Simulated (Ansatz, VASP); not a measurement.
## One calculation of BeTe, two programs

```
CELL_PARAMETERS angstrom
3.93513 0.00000 0.00000
0.00000 3.93513 0.00000
0.00000 0.00000 7.11002
ATOMIC_POSITIONS crystal
Be 0.00000 0.00000 0.50000
Be 0.50000 0.50000 0.50000
Te 0.50000 0.00000 0.71337
Te 0.00000 0.50000 0.28663
```

Alike in both runs: functional PBE; k mesh 4 × 4 × 4; occupations gaussian, width 0.1 eV; no spin polarisation.

Ansatz relaxed the structure, and its values are those at the end. VASP's run is a single point on that final structure, the one shown.

|  | VASP | Ansatz |
| --- | --- | --- |
| version | VASP 6.6.1 | Ansatz 0.2.0 |
| potentials or method | VASP PAW PBE potentials, release 64 (Be, Te), cutoff 520 eV | scalar-relativistic, plane waves, PAW |
| valence electrons in the cell | 16 | 36 |

Ansatz gave:

```
gap on the k mesh at the Fermi level (eV) : 2.04
least direct gap on the mesh (eV)         : 2.04
pressure (GPa)                            : 0.1
rms of the force components (eV/Å)        : 0.009
```

What did VASP give for the same quantities?

gap on the k mesh at the Fermi level (eV): 2.03; least direct gap on the mesh (eV): 2.03; pressure (GPa): 0.2; rms of the force components (eV/Å): 0.027.

With one functional, cell and mesh, what is left measures potentials, basis and numerics. VASP's potentials hold 16 valence electrons a cell and Ansatz's 36, so a difference there can come from the potentials and not from the codes.

Neither program's run includes spin-orbit coupling.
